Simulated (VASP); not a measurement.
# InSb in VASP: further runs, part 2 of 2

VASP 6.6.1. Earlier steps stand in the parts before.

### Step 4. Single point, PBEsol (strain +0.080 along x and y, +0.080 along z)

Contents of INCAR:

```
SYSTEM = InSb
ALGO = Normal
EDIFF = 1E-7
ENCUT = 520
GGA = PS
ISIF = 2
ISMEAR = 0
LASPH = .True.
LCHARG = .False.
LREAL = .False.
LWAVE = .False.
NBANDS = 16
NELM = 100
PREC = Accurate
SIGMA = 0.15
```

Contents of KPOINTS:

```
k-points
0
Gamma
  16 16 16
  0 0 0
```

Contents of POSCAR:

```
InSb
1.0
    0.0000000000      3.5207233848      3.5207233848
    3.5207233848      0.0000000000      3.5207233848
    3.5207233848      3.5207233848      0.0000000000
In Sb
1 1
Direct
    0.0000000000      0.0000000000      0.0000000000
    0.7500000000      0.7500000000      0.7500000000
```

Potentials or basis: VASP PAW PBE potentials, release 64 (In_d, Sb).

Command:

```console
$ cat potpaw_PBE.64/In_d/POTCAR potpaw_PBE.64/Sb/POTCAR > POTCAR
$ mpirun -np 1 vasp_std > vasp.out
```

OUTCAR:

```text
SYSTEM = InSb
   EDIFF = 1E-7
   ENCUT = 520
   GGA = PS
   ISIF = 2
   ISMEAR = 0
   LASPH = .True.
   LREAL = .False.
   NELM = 100
   PREC = Accurate

 ion  position               nearest neighbor table
   1  0.000  0.000  0.000-   2 3.05   2 3.05   2 3.05   2 3.05
   2  0.750  0.750  0.750-   1 3.05   1 3.05   1 3.05   1 3.05

  LATTYP: Found a face centered cubic cell.
 ALAT       =     7.0414467696

  Lattice vectors:

 A1 = (   0.0000000000,   3.5207233848,   3.5207233848)
 A2 = (   3.5207233848,   0.0000000000,   3.5207233848)
 A3 = (   3.5207233848,   3.5207233848,   0.0000000000)

Analysis of symmetry for initial positions (statically):
=====================================================================
 Subroutine PRICEL returns:
 Original cell was already a primitive cell.

 Routine SETGRP: Setting up the symmetry group for a
 face centered cubic supercell.

 Subroutine GETGRP returns: Found 24 space group operations
 (whereof 24 operations were pure point group operations)
 out of a pool of 48 trial point group operations.

The static configuration has the point symmetry T_d .

Analysis of symmetry for dynamics (positions and initial velocities):
=====================================================================
 Subroutine PRICEL returns:
 Original cell was already a primitive cell.

 Routine SETGRP: Setting up the symmetry group for a
 face centered cubic supercell.

 Subroutine GETGRP returns: Found 24 space group operations
 (whereof 24 operations were pure point group operations)
 out of a pool of 48 trial point group operations.

The dynamic configuration has the point symmetry T_d .

 Subroutine INISYM returns: Found 24 space group operations
 (whereof 24 operations are pure point group operations),
 and found     1 'primitive' translations

----------------------------------------------------------------------------------------

[... 111 lines left out ...]
     AMIX     =   0.40;   BMIX     =  1.00
     AMIX_MAG =   1.60;   BMIX_MAG =  1.00
  volume/ion in A,a.u.               =      43.64       294.50
  Fermi-wavevector in a.u.,A,eV,Ry     =   0.967217  1.827774 12.728360  0.935508
  Thomas-Fermi vector in A             =   2.097084
   LORBIT       =      0    0 simple, 1 ext, 2 COOP (PROOUT), +10 PAW based schemes
   GGA     = PS    functional components
   LHFCALC =     F    Hartree Fock is set to
   AEXX    =    0.0000 exact exchange contribution
   IVDW    =     0    specifies the selected vdW correction
   LEPSILON=     F    determine dielectric tensor
   LRPA    =     F    only Hartree local field effects (RPA)
 non-spin polarized calculation
 Gauss-broadening in eV      SIGMA  =   0.15
  energy-cutoff  :      520.00
  volume of cell :       87.28
 maximum number of plane-waves:      2397
 NGX is ok and might be reduce to    40
   NGX = 19   NGY = 19   NGZ = 19

 number of electron      18.0000005 magnetization

 Free energy of the ion-electron system (eV)
  ---------------------------------------------------
  ext. energy  EPLUGINS =         0.00000000
  ---------------------------------------------------
  free energy    TOTEN  =        -7.30796390 eV

  energy without entropy =       -7.30674781  energy(sigma->0) =       -7.30735586

 E-fermi :   2.7446     XC(G=0):  -7.8447

 val. band max:        2.6784340724   @ k =   0.0000   0.0000   0.0000
 cond. band min:       2.7944399634   @ k =   0.5000   0.0000   0.0000
 fundamental gap:      0.1160058910
 Fermi energy:         2.7445909151

 k-point     1 :       0.0000    0.0000    0.0000
  band No.  band energies     occupation
      1     -11.5077      2.00000
      2     -11.5077      2.00000
      3     -11.5077      2.00000
      4     -11.4720      2.00000
      5     -11.4720      2.00000
      6      -6.7559      2.00000
[... 433 lines left out ...]
      3     -11.5066      2.00000
      4     -11.4722      2.00000
      5     -11.4719      2.00000
      6      -6.6925      2.00000
[... 8 lines left out ...]
     15       9.8143      0.00000
     16      10.1095      0.00000

 [... further k-points ...]

------------------------ aborting loop because EDIFF is reached ----------------------------------------

  FORCE on cell =-STRESS in cart. coord.  units (eV):
  Direction    XX          YY          ZZ          XY          YZ          ZX
  --------------------------------------------------------------------------------------
  -------------------------------------------------------------------------------------
  Total       -3.0523019     -3.0523019     -3.0523019     -0.0000000      0.0000000      0.0000000
  in kB      -56.0289344    -56.0289344    -56.0289344     -0.0000000      0.0000000      0.0000000
  external PRESSURE =     -56.0289344 kB  Pullay stress =       0.0000000 kB

 VOLUME and BASIS-vectors are now :
 -----------------------------------------------------------------------------
  energy-cutoff  :      520.00
  volume of cell :       87.28
      direct lattice vectors                 reciprocal lattice vectors
     0.000000000  3.520723385  3.520723385    -0.142016269  0.142016269  0.142016269
     3.520723385  0.000000000  3.520723385     0.142016269 -0.142016269  0.142016269
     3.520723385  3.520723385  0.000000000     0.142016269  0.142016269 -0.142016269

 POSITION                                       TOTAL-FORCE (eV/Angst)
 -----------------------------------------------------------------------------------
      0.00000      0.00000      0.00000        -0.000000      0.000000      0.000000
      5.28109      5.28109      5.28109         0.000000     -0.000000     -0.000000
 -----------------------------------------------------------------------------------
    total drift:                                0.000000      0.000000      0.000000

  FREE ENERGIE OF THE ION-ELECTRON SYSTEM (eV)
  ---------------------------------------------------
  free  energy   TOTEN  =        -7.3079639037 eV

  energy  without entropy=       -7.3067478140  energy(sigma->0) =       -7.30735586
```

stdout:

```text
POSCAR found type information on POSCAR InSb
 POSCAR found :  2 types and       2 ions
 scaLAPACK will be used
 -----------------------------------------------------------------------------
|                                                                             |
|                                                                             |
|     You enforced a specific xc type in the INCAR file but a different       |
|     I HOPE YOU KNOW WHAT YOU ARE DOING!                                     |
|                                                                             |
 -----------------------------------------------------------------------------

 LDA part: xc-table for (Slater+PW92), standard interpolation
 POSCAR, INCAR and KPOINTS ok, starting setup
 FFT: planning ... GRIDC
 FFT: planning ... GRID_SOFT
 FFT: planning ... GRID
 WAVECAR not read
 entering main loop
```

It took 7.5 min on 1 thread of AMD EPYC 7R13, shared host; peak memory 0.36 GiB.

What came out:

| Item | Value |
| --- | --- |
| Free energy | -7.3080 eV |
| Pressure | -5.6 GPa |
| Band gap on the k mesh | zero (filled and empty bands touch) |

Caveat: the cell differs from its parent crystal (strain +0.080 along x and y, +0.080 along z); the PAW data sets were made with another functional, which shifts forces and pressure a little; spin-orbit coupling is left out, which moves the levels of the heavy elements.

### Step 5. Single point, PBEsol (strain -0.040 along x and y, +0.000 along z)

Contents of INCAR:

```
ALGO     = Normal         # electronic algorithm
EDIFF    = 1E-6           # SCF threshold, eV
ENCUT    = 520            # plane-wave cutoff, eV
GGA      = PS             # functional
ISIF     = 2              # what is computed and relaxed
ISMEAR   = 0              # smearing method
LASPH    = True           # aspherical terms in the spheres
LCHARG   = False          # write CHGCAR
LREAL    = False          # projectors in reciprocal space
LWAVE    = False          # write WAVECAR
NBANDS   = 16             # bands
NELM     = 100            # most SCF steps
PREC     = Accurate       # precision mode
SIGMA    = 0.15           # smearing width, eV
```

Contents of KPOINTS:

```
k-points
0
Gamma
  16 16 16
```

Contents of POSCAR:

```
InSb
1.0
    0.0000000000      3.1295318976      3.2599290600
    3.1295318976      0.0000000000      3.2599290600
    3.1295318976      3.1295318976      0.0000000000
In Sb
1 1
Direct
    0.0000000000      0.0000000000      0.0000000000
    0.7500000000      0.7500000000      0.7500000000
```

Command:

```console
$ cat potpaw_PBE.64/In_d/POTCAR potpaw_PBE.64/Sb/POTCAR > POTCAR
$ mpirun -np 1 vasp_std > vasp.out
```

It took 9.5 min on 1 thread of AMD EPYC 7R13, shared host; peak memory 0.47 GiB.

The run converged. Its results:

```yaml
Free_energy: -7.6275 eV
Pressure: 4.2 GPa
```

Stress tensor (GPa, compression positive):
```
4.61 0.00 0.00
0.00 4.61 0.00
0.00 0.00 3.43
```

Levels at points of the mesh, in eV from the Fermi level:
```
           k point  band 7  band 8  band 9  band 10  band 11  band 12
(0.00, 0.00, 0.00)   -0.35   -0.12   -0.12    -0.10     2.70     2.70
(0.50, 0.00, 0.00)   -6.17   -1.46   -1.16     0.36     3.50     3.70
(0.50, 0.50, 0.00)   -6.56   -2.54   -2.54     1.10     1.23     8.28
(0.50, 0.00, 0.50)   -6.36   -2.78   -2.75     0.87     0.92     8.14
```

Caveat: the cell differs from its parent crystal (strain -0.040 along x and y, +0.000 along z); the PAW data sets were made with another functional, which shifts forces and pressure a little; spin-orbit coupling is left out, which moves the levels of the heavy elements.

### Step 6. Summary

```csv
cell,gap on the mesh (eV),pressure (GPa)
"a = 4.703, b = 4.703, c = 4.610 Å, angles 60.7, 60.7, 58.7°, 2 atoms",none,-1.5
"a = 4.241 Å, angles 60.0°, 2 atoms",0.71,19.5
"a = 4.979 Å, angles 60.0°, 2 atoms",none,-5.6
"a = 4.519, b = 4.519, c = 4.426 Å, angles 60.7, 60.7, 58.6°, 2 atoms",-,4.2
```

Alike in all rows: task single point; level PBEsol; potentials or basis VASP PAW PBE potentials, release 64 (In_d, Sb); no spin polarisation; k mesh 16 × 16 × 16; cutoff (eV) 520; smearing gaussian 0.15 eV.

Caveats: the PAW data sets were made with another functional, which shifts forces and pressure a little; spin-orbit coupling is left out, which moves the levels of the heavy elements.

Absolute energies hang on the potentials; compare differences alone.
